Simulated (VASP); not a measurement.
# Ga2S5 (P-3m1) in VASP: relaxation of cell and atoms with PBE

Aim: the relaxation of cell and atoms of Ga2S5 with PBE.

Program: VASP 6.6.1. These are calculated values, not measurements. Logs are shortened: lines on timing, memory, paths and dates and some standing lists are left out, and cuts for length are marked.

## (1) The cell of the first run

It takes space group P-3m1 (No. 164, trigonal). The conventional cell has a = 6.990 Å, b = 6.990 Å, c = 5.427 Å, α = 90.00°, β = 90.00°, γ = 120.00°. Within 3.3 Å of Ga (site symmetry 3m) lie 5 S at 2.49 to 2.77 Å. Within 3.2 Å of S (site symmetry 3m) lie 3 S at 2.41 Å and 2 Ga at 2.65 to 2.77 Å. Within 3.2 Å of S (site symmetry 2/m) lie 2 S at 2.41 Å and 2 Ga at 2.49 Å.

The cell was generated, and may not be a known phase.

## (2) Relaxation of cell and atoms, PBE

INCAR reads:

```
SYSTEM = Ga2S5
ALGO = Normal
EDIFF = 1E-6
EDIFFG = -0.01
ENCUT = 600
GGA = PE
IBRION = 2
ISIF = 3
ISMEAR = 0
LASPH = .TRUE.
LCHARG = .FALSE.
LREAL = .FALSE.
LWAVE = .FALSE.
NELM = 80
NSW = 100
PREC = Accurate
SIGMA = 0.1
```

KPOINTS reads:

```
k-points
0
G
  6 6 8
  0 0 0
```

POSCAR reads:

```
Ga2S5
1.0
    6.9898309527      0.0000000000      0.0000000000
   -3.4949154763      6.0533711732      0.0000000000
    0.0000000000      0.0000000000      5.4274517335
Ga S
2 5
Direct
    0.3333333333      0.6666666667      0.7699228693
    0.6666666667      0.3333333333      0.2300771307
    0.3333333333      0.6666666667      0.2587395167
    0.0000000000      0.5000000000      0.5000000000
    0.5000000000      0.5000000000      0.5000000000
    0.5000000000      0.0000000000      0.5000000000
    0.6666666667      0.3333333333      0.7412604833
```

Potentials or basis: VASP PAW PBE potentials, release 64 (Ga_d, S).

The run is started by

```sh
$ cat potpaw_PBE.64/Ga_d/POTCAR potpaw_PBE.64/S/POTCAR > POTCAR
$ mpirun -np 1 vasp_std > vasp.out
```

OUTCAR:

```text
SYSTEM = Ga2S5
   EDIFF = 1E-6
   EDIFFG = -0.01
   ENCUT = 600
   GGA = PE
   IBRION = 2
   ISIF = 3
   ISMEAR = 0
   LASPH = .TRUE.
   LREAL = .FALSE.
   NELM = 80
   NSW = 100
   PREC = Accurate

 ion  position               nearest neighbor table
   1  0.333  0.667  0.770-   6 2.49   4 2.49   5 2.49   3 2.65   3 2.77
   2  0.667  0.333  0.230-   6 2.49   4 2.49   5 2.49   7 2.65   7 2.77
   3  0.333  0.667  0.259-   6 2.41   4 2.41   5 2.41   1 2.65   1 2.77
   4  0.000  0.500  0.500-   3 2.41   7 2.41   1 2.49   2 2.49
   5  0.500  0.500  0.500-   3 2.41   7 2.41   1 2.49   2 2.49
   6  0.500  0.000  0.500-   3 2.41   7 2.41   1 2.49   2 2.49
   7  0.667  0.333  0.741-   6 2.41   4 2.41   5 2.41   2 2.65   2 2.77

  LATTYP: Found a hexagonal cell.
 ALAT       =     6.9898309527
 C/A-ratio  =     0.7764782539

  Lattice vectors:

 A1 = (   6.9898309527,   0.0000000000,   0.0000000000)
 A2 = (  -3.4949154763,   6.0533711732,   0.0000000000)
 A3 = (   0.0000000000,   0.0000000000,   5.4274517335)

Analysis of symmetry for initial positions (statically):
=====================================================================
 Subroutine PRICEL returns:
 Original cell was already a primitive cell.

 Routine SETGRP: Setting up the symmetry group for a
 hexagonal supercell.

 Subroutine GETGRP returns: Found 12 space group operations
 (whereof 12 operations were pure point group operations)
 out of a pool of 24 trial point group operations.

The static configuration has the point symmetry D_3d.

Analysis of symmetry for dynamics (positions and initial velocities):
=====================================================================
 Subroutine PRICEL returns:
 Original cell was already a primitive cell.

 Routine SETGRP: Setting up the symmetry group for a
 hexagonal supercell.

 Subroutine GETGRP returns: Found 12 space group operations
 (whereof 12 operations were pure point group operations)
 out of a pool of 24 trial point group operations.

The dynamic configuration has the point symmetry D_3d.

 Subroutine INISYM returns: Found 12 space group operations
 (whereof 12 operations are pure point group operations),
 and found     1 'primitive' translations

----------------------------------------------------------------------------------------

                                     Primitive cell

  volume of cell :     229.6466

  direct lattice vectors                    reciprocal lattice vectors
     6.989830953  0.000000000  0.000000000     0.143064976  0.082598603  0.000000000
    -3.494915476  6.053371173  0.000000000     0.000000000  0.165197205  0.000000000
     0.000000000  0.000000000  5.427451733     0.000000000  0.000000000  0.184248529

  length of vectors
     6.989830953  6.989830953  5.427451733     0.165197205  0.165197205  0.184248529

  position of ions in fractional coordinates (direct lattice)
     0.333333333  0.666666667  0.769922869
     0.666666667  0.333333333  0.230077131
     0.333333333  0.666666667  0.258739517
     0.000000000  0.500000000  0.500000000
     0.500000000  0.500000000  0.500000000
     0.500000000  0.000000000  0.500000000
     0.666666667  0.333333333  0.741260483

  ion indices of the primitive-cell ions
   primitive index   ion index
                 1           1
                 2           2
                 3           3
                 4           4
                 5           5
                 6           6
                 7           7

----------------------------------------------------------------------------------------

 KPOINTS: k-points

Automatic generation of k-mesh.
 Grid dimensions read from file:
 generate k-points for:    6    6    8

 Generating k-lattice:

  Cartesian coordinates                     Fractional coordinates (reciprocal lattice)
     0.023844163  0.013766434  0.000000000     0.166666667  0.000000000  0.000000000
     0.000000000  0.027532868  0.000000000     0.000000000  0.166666667  0.000000000
     0.000000000  0.000000000  0.023031066     0.000000000  0.000000000  0.125000000

  Length of vectors
     0.027532868  0.027532868  0.023031066

  Shift w.r.t. Gamma in fractional coordinates (k-lattice)
     0.000000000  0.000000000  0.000000000

 Subroutine IBZKPT returns following result:
 ===========================================

 Found     44 irreducible k-points:

 Following reciprocal coordinates:
            Coordinates               Weight
  0.000000  0.000000  0.000000      1.000000
  0.166667 -0.000000  0.000000      6.000000
  0.333333 -0.000000  0.000000      6.000000
  0.500000 -0.000000  0.000000      3.000000
  0.166667  0.166667  0.000000      6.000000
  0.333333  0.166667  0.000000     12.000000
[... 16 lines left out ...]
  0.500000 -0.000000  0.250000      6.000000
  0.166667  0.166667  0.250000     12.000000
 [... further k-points ...]
   k-points           NKPTS =     44   k-points in BZ     NKDIM =     44   number of bands    NBANDS=     33
   number of dos      NEDOS =    301   number of ions     NIONS =      7
   total plane-waves  NPLWV = 150528
   dimension x,y,z NGX =    56 NGY =   56 NGZ =   48
   dimension x,y,z NGXF=   112 NGYF=  112 NGZF=   96
   ions per type =               2   5
   NGX,Y,Z   is equivalent  to a cutoff of  13.32, 13.32, 14.70 a.u.
   NGXF,Y,Z  is equivalent  to a cutoff of  26.64, 26.64, 29.41 a.u.
 SYSTEM =  Ga2S5
   PREC   = accura    normal or accurate (medium, high low for compatibility)
   ISTART =      0    job   : 0-new  1-cont  2-samecut
   ICHARG =      2    charge: 1-file 2-atom 10-const
   ISPIN  =      1    spin polarized calculation?
   LNONCOLLINEAR =      F non collinear calculations
   LSORBIT =      F    spin-orbit coupling
   LASPH  =      T    aspherical Exc in radial PAW
   ENCUT  =  600.0 eV  44.10 Ry    6.64 a.u.  13.96 13.96 10.84*2*pi/ulx,y,z
   NELM   =     80;   NELMIN=  2; NELMDL= -5     # of ELM steps
   EDIFF  = 0.1E-05   stopping-criterion for ELM
   LREAL  =      F    real-space projection
   EDIFFG = -.1E-01   stopping-criterion for IOM
   NSW    =    100    number of steps for IOM
   IBRION =      2    ionic relax: 0-MD 1-quasi-New 2-CG
   NFREE  =      1    steps in history (QN), initial steepest desc. (CG)
   ISIF   =      3    stress and relaxation
   ISYM   =      2    0-nonsym 1-usesym 2-fastsym
   POTIM  = 0.5000    time-step for ionic-motion
   TEBEG  =    0.0;   TEEND  =   0.0 temperature during run
   PSTRESS=    0.0 pullay stress
   NELECT =      56.0000    total number of electrons
   NUPDOWN=      -1.0000    fix difference up-down
   EMIN   =  10.00;   EMAX   =-10.00  energy-range for DOS
   EFERMI =   0.00;   METHOD = LEGACY
   ISMEAR =     0;   SIGMA  =   0.10  broadening in eV -4-tet -1-fermi 0-gaus
   EFERMI_NEDOS =   21; number of points for ismear=-14 and -15
   IALGO  =     38    algorithm
   IMIX   =      4    mixing-type and parameters
     AMIX     =   0.40;   BMIX     =  1.00
     AMIX_MAG =   1.60;   BMIX_MAG =  1.00
  volume/ion in A,a.u.               =      32.81       221.39
  Fermi-wavevector in a.u.,A,eV,Ry     =   1.022785  1.932783 14.232897  1.046088
  Thomas-Fermi vector in A             =   2.156483
   LORBIT       =      0    0 simple, 1 ext, 2 COOP (PROOUT), +10 PAW based schemes
   GGA     = PE    functional components
   LHFCALC =     F    Hartree Fock is set to
   AEXX    =    0.0000 exact exchange contribution
   IVDW    =     0    specifies the selected vdW correction
   LEPSILON=     F    determine dielectric tensor
   LRPA    =     F    only Hartree local field effects (RPA)
 conjugate gradient relaxation of ions
 non-spin polarized calculation
 Gauss-broadening in eV      SIGMA  =   0.10
  energy-cutoff  :      600.00
  volume of cell :      229.65
 maximum number of plane-waves:      7704
   NGX = 27   NGY = 27   NGZ = 21

--------------------------------------- Ionic step        1  -------------------------------------------

 number of electron      56.0000001 magnetization

 Free energy of the ion-electron system (eV)
  ---------------------------------------------------
  ext. energy  EPLUGINS =         0.00000000
  ---------------------------------------------------
  free energy    TOTEN  =       -25.35732145 eV

  energy without entropy =      -25.34556296  energy(sigma->0) =      -25.35144221

------------------------ aborting loop because EDIFF is reached ----------------------------------------

  FORCE on cell =-STRESS in cart. coord.  units (eV):
  Direction    XX          YY          ZZ          XY          YZ          ZX
  --------------------------------------------------------------------------------------
  -------------------------------------------------------------------------------------
  Total        0.6506007      0.6506007     -0.5360328      0.0000000      0.0000000      0.0000000
  in kB        4.5390517      4.5390517     -3.7397447      0.0000000      0.0000000      0.0000000
  external PRESSURE =       1.7794529 kB  Pullay stress =       0.0000000 kB
[... 104 lines left out ...]
  FREE ENERGIE OF THE ION-ELECTRON SYSTEM (eV)
  ---------------------------------------------------
  free  energy   TOTEN  =       -25.3752485197 eV

  energy  without entropy=      -25.3684143419  energy(sigma->0) =      -25.37183143

[... ionic steps 4 to 10 ...]

--------------------------------------- Ionic step       11  -------------------------------------------

 number of electron      56.0000011 magnetization

------------------------ aborting loop because EDIFF is reached ----------------------------------------
[... 77 lines left out ...]
--------------------------------------- Ionic step       13  -------------------------------------------

 number of electron      56.0000011 magnetization

 Free energy of the ion-electron system (eV)
  ---------------------------------------------------
  ext. energy  EPLUGINS =         0.00000000
  ---------------------------------------------------
  free energy    TOTEN  =       -25.38050776 eV

  energy without entropy =      -25.37562965  energy(sigma->0) =      -25.37806871

 E-fermi :   1.1515     XC(G=0):  -6.9491

 val. band max:        1.1325979001   @ k =   0.5000  -0.0000   0.5000
 cond. band min:       1.2217092003   @ k =   0.3333  -0.0000   0.5000
 fundamental gap:      0.0891113002
 Fermi energy:         1.1515282576

 k-point     1 :       0.0000    0.0000    0.0000
  band No.  band energies     occupation
      1     -14.5393      2.00000
      2     -14.0155      2.00000
      3     -13.9448      2.00000
      4     -13.9448      2.00000
      5     -13.8450      2.00000
      6     -13.8450      2.00000
[... 853 lines left out ...]
     32       3.2911      0.00000
     33       4.4450      0.00000

 [... further k-points ...]

------------------------ aborting loop because EDIFF is reached ----------------------------------------

  FORCE on cell =-STRESS in cart. coord.  units (eV):
  Direction    XX          YY          ZZ          XY          YZ          ZX
  --------------------------------------------------------------------------------------
  -------------------------------------------------------------------------------------
  Total       -0.0044427     -0.0044427     -0.0349505     -0.0000000     -0.0000000      0.0000000
  in kB       -0.0305582     -0.0305582     -0.2404004     -0.0000000     -0.0000000      0.0000000
  external PRESSURE =      -0.1005056 kB  Pullay stress =       0.0000000 kB
[... 22 lines left out ...]
  FREE ENERGIE OF THE ION-ELECTRON SYSTEM (eV)
  ---------------------------------------------------
  free  energy   TOTEN  =       -25.3805077558 eV

  energy  without entropy=      -25.3756296548  energy(sigma->0) =      -25.37806871

 reached required accuracy - stopping structural energy minimisation
```

Run time: 26 min. Hardware: 1 thread of AMD EPYC 9R45 (Zen 5), shared host; peak memory 0.61 GiB.

Results:

```yaml
Free_energy: -25.3805 eV
Relaxed_volume: 33.28 Å³/atom
Relaxed_cell: a = 7.118 Å, b = 7.118 Å, c = 5.309 Å, α = 90.00°, β = 90.00°, γ = 120.00°
Space_group_after_relaxing_to_0.1_Å: P-3m1 (No. 164)
Energy_gained_by_relaxing: 3.3 meV/atom
Ionic_steps: 13
Pressure_after_relaxing: 0.0 GPa
Largest_force_after_relaxing: 0.008 eV/Å
Band_gap_on_the_k_mesh: zero (bands 28 and 29 overlap by 0.66 eV)
```

Forces on the atoms (eV/Å):
```
Ga   0.000  0.000 -0.004
Ga   0.000  0.000  0.004
S    0.000  0.000  0.008
S    0.000  0.000  0.000
S    0.000  0.000  0.000
S    0.000  0.000  0.000
S    0.000  0.000 -0.008
```

Step by step:
| step | energy change (eV) | largest force (eV/Å) | pressure (GPa) | volume (Å³) |
| --- | --- | --- | --- | --- |
| 1 | 0.0000 | 0.0081 | 0.18 | 229.65 |
| 2 | -0.0070 | 0.0345 | 0.04 | 230.85 |
| 3 | -0.0179 | 0.1133 | -0.37 | 234.44 |
| 4 | -0.0220 | 0.0679 | -0.20 | 233.79 |
| 5 | -0.0225 | 0.0441 | -0.13 | 233.48 |
| 6 | -0.0225 | 0.0419 | -0.09 | 233.46 |
| 7 | -0.0229 | 0.0309 | -0.05 | 233.13 |
| 8 | -0.0231 | 0.0242 | -0.02 | 232.92 |
| 9 | -0.0231 | 0.0103 | 0.04 | 232.51 |
| 10 | -0.0231 | 0.0168 | 0.01 | 232.69 |
| 11 | -0.0231 | 0.0158 | 0.02 | 232.68 |
| 12 | -0.0232 | 0.0137 | 0.00 | 232.76 |
| 13 | -0.0232 | 0.0075 | -0.01 | 232.93 |

Final structure:
```
CELL_PARAMETERS angstrom
7.11800 0.00000 0.00000
-3.55900 6.16437 0.00000
0.00000 0.00000 5.30862
ATOMIC_POSITIONS crystal
Ga 0.33333 0.66667 0.76841
Ga 0.66667 0.33333 0.23159
S 0.33333 0.66667 0.26059
S 0.00000 0.50000 0.50000
S 0.50000 0.50000 0.50000
S 0.50000 0.00000 0.50000
S 0.66667 0.33333 0.73941
```

Levels at points of the mesh, in eV from the Fermi level:
```tsv
k point	band 25	band 26	band 27	band 28	band 29	band 30	band 31	band 32
(0.00, 0.00, 0.00)	-2.07	-1.97	-1.97	-1.02	0.58	1.96	1.96	2.25
(0.50, 0.00, 0.00)	-2.02	-1.42	-1.14	-0.58	0.41	1.68	1.87	2.36
(0.00, 0.00, 0.50)	-1.95	-1.95	-1.00	-0.78	0.15	2.00	2.00	2.29
(0.50, 0.00, 0.50)	-1.41	-1.40	-1.35	-0.56	-0.02	1.65	1.71	2.09
```

The gap in the log of VASP goes by the Fermi energy; the results here count the filled bands.